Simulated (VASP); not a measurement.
# LiBeF3 (Amm2) in VASP: a series of runs

The runs below take LiBeF3 through single point, with PBE.

Everything below comes from runs of VASP 6.6.1. Logs are shortened: lines on timing, memory, paths and dates and some standing lists are left out, and cuts for length are marked.

### 1 The cell of the first run

It takes space group Amm2 (No. 38, orthorhombic). Conventional cell: a = 2.719 Å, b = 5.137 Å, c = 7.446 Å, α = 90.00°, β = 90.00°, γ = 90.00°. Li (site symmetry mm2) has 5 F at 1.88 to 1.90 Å within 2.5 Å. Be (site symmetry mm2) has 4 F at 1.51 to 1.61 Å within 2.0 Å. Within 2.0 Å of F (site symmetry m) lie 1 Be at 1.51 Å and 2 Li at 1.88 Å. F (site symmetry mm2) has 2 Be at 1.61 Å and 1 Li at 1.90 Å within 2.1 Å.

### 2 Single point, PBE (volume scaled by 0.88, then relaxed in part)

Contents of INCAR:

```
PREC = Accurate
ENCUT = 520
EDIFF = 1E-6
ISMEAR = 0
SIGMA = 0.02
LREAL = F
LASPH = T
NELM = 60
ALGO = Normal
ISIF = 2
LWAVE = F
LCHARG = T
GGA = PE
LELF = T
LVHAR = T
NBANDS = 21
```

Contents of KPOINTS:

```
regular mesh
0
Gamma
  8 6 6
```

Contents of POSCAR:

```
LiBeF3
1.0
    2.7185809308      0.0000000000      0.0000000000
    0.0000000000      2.5687441869      3.7230059959
    0.0000000000     -2.5687441869      3.7230059959
Li Be F
1 1 3
Direct
    0.5000000000      0.6833662895      0.6833662895
    0.0000000000      0.0546899995      0.0546899995
    0.0000000000      0.9119110844      0.4107693614
    0.0000000000      0.4107693614      0.9119110844
    0.5000000000      0.9385902383      0.9385902383
```

Potentials or basis: VASP PAW PBE potentials, release 64 (Li_sv, Be, F).

Started as:

```
> cat potpaw_PBE.64/Li_sv/POTCAR potpaw_PBE.64/Be/POTCAR potpaw_PBE.64/F/POTCAR > POTCAR
> mpirun -np 1 vasp_std > vasp.out
```

OUTCAR:

```text
PREC = Accurate
   ENCUT = 520
   EDIFF = 1E-6
   ISMEAR = 0
   LREAL = F
   LASPH = T
   NELM = 60
   ISIF = 2
   GGA = PE

 ion  position               nearest neighbor table
   1  0.500  0.683  0.683-   3 1.88   4 1.88   3 1.88   4 1.88   5 1.90
   2  0.000  0.055  0.055-   3 1.51   4 1.51   5 1.61   5 1.61
   3  0.000  0.912  0.411-   2 1.51   1 1.88   1 1.88
   4  0.000  0.411  0.912-   2 1.51   1 1.88   1 1.88
   5  0.500  0.939  0.939-   2 1.61   2 1.61   1 1.90

  LATTYP: Found a base centered orthorhombic cell.
 ALAT       =     5.1374883738
 B/A-ratio  =     1.4493486798
 C/A-ratio  =     0.5291653690

  Lattice vectors:

 A1 = (   0.0000000000,   2.5687441869,  -3.7230059959)
 A2 = (   0.0000000000,   2.5687441869,   3.7230059959)
 A3 = (   2.7185809308,   0.0000000000,   0.0000000000)

Analysis of symmetry for initial positions (statically):
=====================================================================
 Subroutine PRICEL returns:
 Original cell was already a primitive cell.

 Routine SETGRP: Setting up the symmetry group for a
 base centered orthorhombic supercell.

 Subroutine GETGRP returns: Found  4 space group operations
 (whereof  4 operations were pure point group operations)
 out of a pool of  8 trial point group operations.

The static configuration has the point symmetry C_2v.

Analysis of symmetry for dynamics (positions and initial velocities):
=====================================================================
 Subroutine PRICEL returns:
 Original cell was already a primitive cell.

 Routine SETGRP: Setting up the symmetry group for a
 base centered orthorhombic supercell.

 Subroutine GETGRP returns: Found  4 space group operations
 (whereof  4 operations were pure point group operations)
 out of a pool of  8 trial point group operations.

The dynamic configuration has the point symmetry C_2v.

 Subroutine INISYM returns: Found  4 space group operations
 (whereof  4 operations are pure point group operations),
 and found     1 'primitive' translations

----------------------------------------------------------------------------------------

                                     Primitive cell

  volume of cell :      51.9980

[... 84 lines left out ...]
 SYSTEM =  unknown system
   PREC   = accura    normal or accurate (medium, high low for compatibility)
   ISTART =      0    job   : 0-new  1-cont  2-samecut
   ICHARG =      2    charge: 1-file 2-atom 10-const
   ISPIN  =      1    spin polarized calculation?
   LNONCOLLINEAR =      F non collinear calculations
   LSORBIT =      F    spin-orbit coupling
   LASPH  =      T    aspherical Exc in radial PAW
   ENCUT  =  520.0 eV  38.22 Ry    6.18 a.u.   5.05  8.41  8.41*2*pi/ulx,y,z
   NELM   =     60;   NELMIN=  2; NELMDL= -5     # of ELM steps
   EDIFF  = 0.1E-05   stopping-criterion for ELM
   LREAL  =      F    real-space projection
[... 7 lines left out ...]
   TEBEG  =    0.0;   TEEND  =   0.0 temperature during run
   PSTRESS=    0.0 pullay stress
   NELECT =      26.0000    total number of electrons
   NUPDOWN=      -1.0000    fix difference up-down
   EMIN   =  10.00;   EMAX   =-10.00  energy-range for DOS
   EFERMI =   0.00;   METHOD = LEGACY
   ISMEAR =     0;   SIGMA  =   0.02  broadening in eV -4-tet -1-fermi 0-gaus
   EFERMI_NEDOS =   21; number of points for ismear=-14 and -15
   IALGO  =     38    algorithm
   IMIX   =      4    mixing-type and parameters
     AMIX     =   0.40;   BMIX     =  1.00
     AMIX_MAG =   1.60;   BMIX_MAG =  1.00
  volume/ion in A,a.u.               =      10.40        70.18
  Fermi-wavevector in a.u.,A,eV,Ry     =   1.299382  2.455477 22.972005  1.688395
  Thomas-Fermi vector in A             =   2.430650
   LORBIT       =      0    0 simple, 1 ext, 2 COOP (PROOUT), +10 PAW based schemes
   GGA     = PE    functional components
   LHFCALC =     F    Hartree Fock is set to
   AEXX    =    0.0000 exact exchange contribution
   IVDW    =     0    specifies the selected vdW correction
   LEPSILON=     F    determine dielectric tensor
   LRPA    =     F    only Hartree local field effects (RPA)
 non-spin polarized calculation
 Gauss-broadening in eV      SIGMA  =   0.02
  energy-cutoff  :      520.00
  volume of cell :       52.00
 maximum number of plane-waves:      1418
   NGX = 11   NGY = 17   NGZ = 17

 number of electron      25.9999974 magnetization

 Free energy of the ion-electron system (eV)
  ---------------------------------------------------
  ext. energy  EPLUGINS =         0.00000000
  ---------------------------------------------------
  free energy    TOTEN  =       -26.66064384 eV

  energy without entropy =      -26.66064384  energy(sigma->0) =      -26.66064384

 E-fermi :  -2.2713     XC(G=0):  -8.6668

 val. band max:       -2.5137571120   @ k =   0.5000   0.5000   0.5000
 cond. band min:       5.3365048332   @ k =   0.0000   0.0000   0.0000
 fundamental gap:      7.8502619451
 Fermi energy:        -2.2712686544

 k-point     1 :       0.0000    0.0000    0.0000
  band No.  band energies     occupation
      1     -42.9126      2.00000
      2     -23.9487      2.00000
      3     -22.5439      2.00000
      4     -22.4538      2.00000
      5      -6.7207      2.00000
      6      -5.9091      2.00000
[... 565 lines left out ...]
     20      15.5600      0.00000
     21      15.5902      0.00000

 [... further k-points ...]

------------------------ aborting loop because EDIFF is reached ----------------------------------------

  FORCE on cell =-STRESS in cart. coord.  units (eV):
  Direction    XX          YY          ZZ          XY          YZ          ZX
  --------------------------------------------------------------------------------------
  -------------------------------------------------------------------------------------
  Total        2.1093358      2.1346331      2.0272226      0.0000000      0.0000000      0.0000000
  in kB       64.9934305     65.7728969     62.4633348      0.0000000      0.0000000      0.0000000
  external PRESSURE =      64.4098874 kB  Pullay stress =       0.0000000 kB

 VOLUME and BASIS-vectors are now :
 -----------------------------------------------------------------------------
  energy-cutoff  :      520.00
  volume of cell :       52.00
      direct lattice vectors                 reciprocal lattice vectors
     2.718580931  0.000000000  0.000000000     0.367838967  0.000000000  0.000000000
     0.000000000  2.568744187  3.723005996     0.000000000  0.194647642  0.134300079
     0.000000000 -2.568744187  3.723005996     0.000000000 -0.194647642  0.134300079

 POSITION                                       TOTAL-FORCE (eV/Angst)
 -----------------------------------------------------------------------------------
      1.35929      0.00000      5.08835         0.000000      0.000000      0.014967
      0.00000      0.00000      0.40722         0.000000      0.000000     -0.022390
      0.00000      1.28730      4.92435         0.000000     -0.029381      0.016901
      0.00000     -1.28730      4.92435         0.000000      0.029381      0.016901
      1.35929      0.00000      6.98875         0.000000      0.000000     -0.026378
 -----------------------------------------------------------------------------------
    total drift:                               -0.000000      0.000001      0.002990

  FREE ENERGIE OF THE ION-ELECTRON SYSTEM (eV)
  ---------------------------------------------------
  free  energy   TOTEN  =       -26.6606438388 eV

  energy  without entropy=      -26.6606438388  energy(sigma->0) =      -26.66064384
```

OSZICAR:

```text
N       E                     dE             d eps       ncg     rms          rms(c)
DAV:   1     0.162349643639E+03    0.16235E+03   -0.14411E+04  2730   0.124E+03
DAV:   2    -0.172037826738E+02   -0.17955E+03   -0.17474E+03  3101   0.322E+02
DAV:   3    -0.283944619457E+02   -0.11191E+02   -0.11153E+02  4777   0.703E+01
DAV:   4    -0.285737298054E+02   -0.17927E+00   -0.17889E+00  3736   0.760E+00
DAV:   5    -0.285778976948E+02   -0.41679E-02   -0.41674E-02  3709   0.966E-01    0.841E+00
DAV:   6    -0.266764161192E+02    0.19015E+01   -0.56679E+00  3280   0.181E+01    0.262E+00
DAV:   7    -0.266527995288E+02    0.23617E-01   -0.21994E-01  3355   0.336E+00    0.176E+00
DAV:   8    -0.266595720516E+02   -0.67725E-02   -0.83991E-02  3120   0.269E+00    0.441E-01
DAV:   9    -0.266585802227E+02    0.99183E-03   -0.80633E-03  3411   0.754E-01    0.174E-01
DAV:  10    -0.266608795650E+02   -0.22993E-02   -0.50142E-03  2900   0.540E-01    0.142E-01
DAV:  11    -0.266606269936E+02    0.25257E-03   -0.12551E-03  3289   0.311E-01    0.172E-02
DAV:  12    -0.266606415656E+02   -0.14572E-04   -0.78626E-05  3128   0.731E-02    0.741E-03
DAV:  13    -0.266606438398E+02   -0.22742E-05   -0.55816E-06  3313   0.230E-02    0.307E-03
DAV:  14    -0.266606438388E+02    0.10418E-08   -0.57863E-07  2778   0.799E-03
   1 F= -.26660644E+02 E0= -.26660644E+02  d E =-.563723E-68
```

Run time: 95 s. Hardware: 1 thread of AMD EPYC 7R43 (Zen 3), shared host; peak memory 0.16 GiB.

Results:

| Quantity | Value |
| --- | --- |
| Free energy | -26.6606 eV |
| Largest force | 0.034 eV/Å |
| Band gap on the k mesh | 7.85 eV, indirect (least direct gap 7.87 eV) |

Forces in eV/Å, atoms in the order of the input:
```
Li   0.000  0.000  0.015
Be   0.000  0.000 -0.022
F    0.000 -0.029  0.017
F    0.000  0.029  0.017
F    0.000  0.000 -0.026
```

Caveat: the cutoff is under 1.25 times the usual one of these potentials, so pressure, stress and relaxed cells hold a basis-set (Pulay) error. A k mesh can miss the band edges.

### 3 Single point, PBE (volume scaled by 0.91, then relaxed in part)

Contents of INCAR:

```
PREC     = Accurate       # precision mode
ENCUT    = 520            # plane-wave cutoff, eV
EDIFF    = 1E-6           # SCF threshold, eV
ISMEAR   = 0              # smearing method
SIGMA    = 0.02           # smearing width, eV
LREAL    = F              # projectors in reciprocal space
LASPH    = T              # aspherical terms in the spheres
NELM     = 80             # most SCF steps
ALGO     = Normal         # electronic algorithm
ISIF     = 2              # what is computed and relaxed
LWAVE    = F              # write WAVECAR
LCHARG   = F              # write CHGCAR
GGA      = PE             # functional
NBANDS   = 21             # bands
```

KPOINTS is that of step 2.

Contents of POSCAR:

```
LiBeF3
1.0
    2.7295162936      0.0000000000      0.0000000000
    0.0000000000      2.5789306212      3.8193567732
    0.0000000000     -2.5789306212      3.8193567732
Li Be F
1 1 3
Direct
    0.5000000000      0.6874063836      0.6874063836
    0.0000000000      0.0545217065      0.0545217065
    0.0000000000      0.9097471838      0.4078928076
    0.0000000000      0.4078928076      0.9097471838
    0.5000000000      0.9397588915      0.9397588915
```

Potentials or basis: VASP PAW PBE potentials, release 64 (Li_sv, Be, F).

Started as:

```
> cat potpaw_PBE.64/Li_sv/POTCAR potpaw_PBE.64/Be/POTCAR potpaw_PBE.64/F/POTCAR > POTCAR
> mpirun -np 1 vasp_std > vasp.out
```

It took 93 s on 1 thread of AMD EPYC 7R43 (Zen 3), shared host; peak memory 0.16 GiB.

It converged, with:

* Free energy: -26.7234 eV
* Largest force: 0.037 eV/Å
* Band gap on the k mesh: 7.77 eV, indirect (least direct gap 7.80 eV)

Forces on the atoms (eV/Å):
```
Li   0.000  0.000  0.016
Be   0.000  0.000 -0.026
F    0.000 -0.033  0.018
F    0.000  0.033  0.018
F    0.000  0.000 -0.026
```

Levels at points of the mesh, in eV from the valence-band top:
```tsv
k point	band 9	band 10	band 11	band 12	band 13	band 14	band 15	band 16	band 17	band 18
(0.00, 0.00, 0.00)	-0.83	-0.68	-0.29	-0.05	-0.03	7.77	11.93	13.55	14.57	15.49
(0.50, 0.00, 0.00)	-1.86	-1.64	-1.27	-0.87	-0.08	12.57	12.71	14.09	15.67	16.38
(0.00, 0.50, 0.00)	-1.67	-1.05	-0.39	-0.27	-0.14	9.62	10.45	12.64	15.93	16.35
(0.50, 0.50, 0.00)	-2.02	-1.56	-0.82	-0.73	-0.56	12.62	12.92	14.11	14.78	16.01
(0.00, 0.50, 0.50)	-1.65	-1.36	-0.41	-0.21	-0.04	9.89	11.46	12.99	13.24	16.70
(0.50, 0.50, 0.50)	-1.72	-1.08	-0.75	-0.74	0.00	12.08	13.17	13.82	14.11	14.98
```

Caveat: the cutoff is under 1.25 times the usual one of these potentials, so pressure, stress and relaxed cells hold a basis-set (Pulay) error.

### 4 Single point, PBE (volume scaled by 0.94, then relaxed in part)

Contents of INCAR:

```
SYSTEM = LiBeF3
PREC = Accurate ; ENCUT = 520
EDIFF = 1E-6 ; ISMEAR = 0
SIGMA = 0.02 ; LREAL = .False.
LASPH = .True. ; NELM = 80
ALGO = Normal ; ISIF = 2
LWAVE = .False. ; LCHARG = .False.
GGA = PE ; NBANDS = 21
```

Contents of KPOINTS:

```
regular mesh
0
Gamma
  8 6 6
  0 0 0
```

Contents of POSCAR:

```
LiBeF3
1.0
    2.7402876660      0.0000000000      0.0000000000
    0.0000000000      2.5893739888      3.9139124144
    0.0000000000     -2.5893739888      3.9139124144
Li Be F
1 1 3
Direct
    0.5000000000      0.6906371366      0.6906371366
    0.0000000000      0.0543744319      0.0543744319
    0.0000000000      0.9080056664      0.4052869189
    0.0000000000      0.4052869189      0.9080056664
    0.5000000000      0.9410228191      0.9410228191
```

Potentials or basis: VASP PAW PBE potentials, release 64 (Li_sv, Be, F).

Started as:

```
> cat potpaw_PBE.64/Li_sv/POTCAR potpaw_PBE.64/Be/POTCAR potpaw_PBE.64/F/POTCAR > POTCAR
> mpirun -np 1 vasp_std > vasp.out
```

OUTCAR:

```text
SYSTEM = LiBeF3
   PREC = Accurate
   ENCUT = 520
   EDIFF = 1E-6
   ISMEAR = 0
   LREAL = .False.
   LASPH = .True.
   NELM = 80
   ISIF = 2
   GGA = PE

 ion  position               nearest neighbor table
   1  0.500  0.691  0.691-   3 1.91   4 1.91   3 1.91   4 1.91   5 1.96
   2  0.000  0.054  0.054-   3 1.52   4 1.52   5 1.63   5 1.63
   3  0.000  0.908  0.405-   2 1.52   1 1.91   1 1.91
   4  0.000  0.405  0.908-   2 1.52   1 1.91   1 1.91
   5  0.500  0.941  0.941-   2 1.63   2 1.63   1 1.96

  LATTYP: Found a base centered orthorhombic cell.
 ALAT       =     5.1787479776
 B/A-ratio  =     1.5115284356
 C/A-ratio  =     0.5291409580

  Lattice vectors:

 A1 = (   0.0000000000,   2.5893739888,  -3.9139124144)
 A2 = (   0.0000000000,   2.5893739888,   3.9139124144)
 A3 = (   2.7402876660,   0.0000000000,   0.0000000000)

Analysis of symmetry for initial positions (statically):
=====================================================================
 Subroutine PRICEL returns:
 Original cell was already a primitive cell.

 Routine SETGRP: Setting up the symmetry group for a
[... 176 lines left out ...]
 val. band max:       -2.8679876911   @ k =   0.5000   0.5000   0.5000
 cond. band min:       4.8157003879   @ k =   0.0000   0.0000   0.0000
 fundamental gap:      7.6836880790
 Fermi energy:        -2.6145919091

 k-point     1 :       0.0000    0.0000    0.0000
  band No.  band energies     occupation
      1     -43.4309      2.00000
      2     -24.1942      2.00000
      3     -22.9021      2.00000
      4     -22.7769      2.00000
      5      -6.9434      2.00000
      6      -6.1084      2.00000
[... 565 lines left out ...]
     20      14.5460      0.00000
     21      14.5886      0.00000

 [... further k-points ...]

------------------------ aborting loop because EDIFF is reached ----------------------------------------

  FORCE on cell =-STRESS in cart. coord.  units (eV):
  Direction    XX          YY          ZZ          XY          YZ          ZX
  --------------------------------------------------------------------------------------
  -------------------------------------------------------------------------------------
  Total        0.9652854      0.9826365      0.8835600      0.0000000      0.0000000      0.0000000
  in kB       27.8441709     28.3446725     25.4867593      0.0000000      0.0000000      0.0000000
  external PRESSURE =      27.2252009 kB  Pullay stress =       0.0000000 kB

 VOLUME and BASIS-vectors are now :
 -----------------------------------------------------------------------------
  energy-cutoff  :      520.00
  volume of cell :       55.54
      direct lattice vectors                 reciprocal lattice vectors
     2.740287666  0.000000000  0.000000000     0.364925191  0.000000000  0.000000000
     0.000000000  2.589373989  3.913912414     0.000000000  0.193096865  0.127749410
     0.000000000 -2.589373989  3.913912414     0.000000000 -0.193096865  0.127749410

 POSITION                                       TOTAL-FORCE (eV/Angst)
 -----------------------------------------------------------------------------------
      1.37014      0.00000      5.40619         0.000000      0.000000      0.013329
      0.00000      0.00000      0.42563         0.000000      0.000000     -0.017355
      0.00000      1.30173      5.14011         0.000000     -0.031711      0.012297
      0.00000     -1.30173      5.14011         0.000000      0.031711      0.012297
      1.37014      0.00000      7.36616         0.000000      0.000000     -0.020567
 -----------------------------------------------------------------------------------
    total drift:                               -0.000000     -0.000001     -0.000448

  FREE ENERGIE OF THE ION-ELECTRON SYSTEM (eV)
  ---------------------------------------------------
  free  energy   TOTEN  =       -26.7656363365 eV

  energy  without entropy=      -26.7656363365  energy(sigma->0) =      -26.76563634
```

Run time: 94 s. Hardware: 1 thread of AMD EPYC 7R43 (Zen 3), shared host; peak memory 0.16 GiB.

Results:

* Free energy: -26.7656 eV
* Largest force: 0.034 eV/Å
* Band gap on the k mesh: 7.68 eV, indirect (least direct gap 7.72 eV)

Forces on the atoms (eV/Å):
```
Li   0.000  0.000  0.013
Be   0.000  0.000 -0.017
F    0.000 -0.032  0.012
F    0.000  0.032  0.012
F    0.000  0.000 -0.021
```

Levels at points of the mesh, in eV from the valence-band top:
| k point | band 10 | band 11 | band 12 | band 13 | band 14 | band 15 | band 16 | band 17 |
| --- | --- | --- | --- | --- | --- | --- | --- | --- |
| (0.00, 0.00, 0.00) | -0.73 | -0.30 | -0.06 | -0.04 | 7.68 | 11.79 | 13.41 | 14.34 |
| (0.50, 0.00, 0.00) | -1.61 | -1.23 | -0.86 | -0.07 | 12.41 | 12.57 | 13.95 | 15.48 |
| (0.00, 0.50, 0.00) | -1.04 | -0.42 | -0.26 | -0.15 | 9.53 | 10.24 | 12.48 | 15.56 |
| (0.50, 0.50, 0.00) | -1.53 | -0.85 | -0.70 | -0.56 | 12.55 | 12.77 | 13.95 | 14.49 |
| (0.00, 0.50, 0.50) | -1.34 | -0.40 | -0.20 | -0.05 | 9.72 | 11.24 | 12.82 | 13.08 |
| (0.50, 0.50, 0.50) | -1.12 | -0.78 | -0.75 | 0.00 | 12.05 | 13.03 | 13.53 | 14.03 |

Caveat: the cutoff is under 1.25 times the usual one of these potentials, so pressure, stress and relaxed cells hold a basis-set (Pulay) error. A k mesh can miss the band edges.

### 5 The runs side by side

| cell | gap on the mesh (eV) | largest force (eV/Å) |
| --- | --- | --- |
| a = 2.719, b = 4.523, c = 4.523 Å, angles 69.2, 90.0, 90.0°, 5 atoms | 7.85 | 0.03 |
| a = 2.730, b = 4.609, c = 4.609 Å, angles 68.1, 90.0, 90.0°, 5 atoms | 7.77 | 0.04 |
| a = 2.740, b = 4.693, c = 4.693 Å, angles 67.0, 90.0, 90.0°, 5 atoms | 7.68 | 0.03 |

Alike in all rows: task single point; level PBE; potentials or basis VASP PAW PBE potentials, release 64 (Li_sv, Be, F); no spin polarisation; k mesh 8 × 6 × 6; cutoff (eV) 520; smearing gaussian 0.02 eV.

Caveats: the cutoff is under 1.25 times the usual one of these potentials, so pressure, stress and relaxed cells hold a basis-set (Pulay) error.

Absolute energies hang on the potentials; compare differences alone.
